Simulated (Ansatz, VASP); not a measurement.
# C: VASP beside Ansatz

```xyz
2
Lattice="2.1173 -1.2226 -0.0299 2.1173 1.2223 0.0067 -1.3917 0.0501 3.3373" Properties=species:S:1:pos:R:3 pbc="T T T"
C     3.5288   -0.0003   -0.0188
C    -0.6859    0.0500    3.3329
```

Change from the starting cell: strain +0.0300 x Voigt [0, 0, 0, 1, 0, 0], atoms carried along.

Alike in both runs: task single point; functional LDA; k mesh 14 × 14 × 8; occupations gaussian, width 0.05 eV; no spin polarisation.

```csv
,VASP,Ansatz
version,VASP 6.6.1,Ansatz 0.2.0
potentials or method,"VASP PAW LDA potentials, release 64 (C), cutoff 520 eV","scalar-relativistic, plane waves, PAW"
valence electrons in the cell,8,8
```

Ansatz gave:

| Item | Value |
| --- | --- |
| gap on the k mesh at the Fermi level (eV) | 0.55 |
| least direct gap on the mesh (eV) | 0.61 |
| pressure (GPa) | 0.0 |
| traceless stress, the component that is largest in VASP (GPa) | 0.06 |
| rms of the force components (eV/Å) | 0.004 |

Q: Which values does VASP return?

A: gap on the k mesh at the Fermi level (eV): 0.55; least direct gap on the mesh (eV): 0.61; pressure (GPa): 0.8; traceless stress, the component that is largest in VASP (GPa): -0.87; rms of the force components (eV/Å): 0.004.

LDA's correlation is that of Perdew and Zunger in VASP and of Perdew and Wang (1992) in Ansatz. Atom by atom the forces differ by 0.000 eV/Å (rms over components).
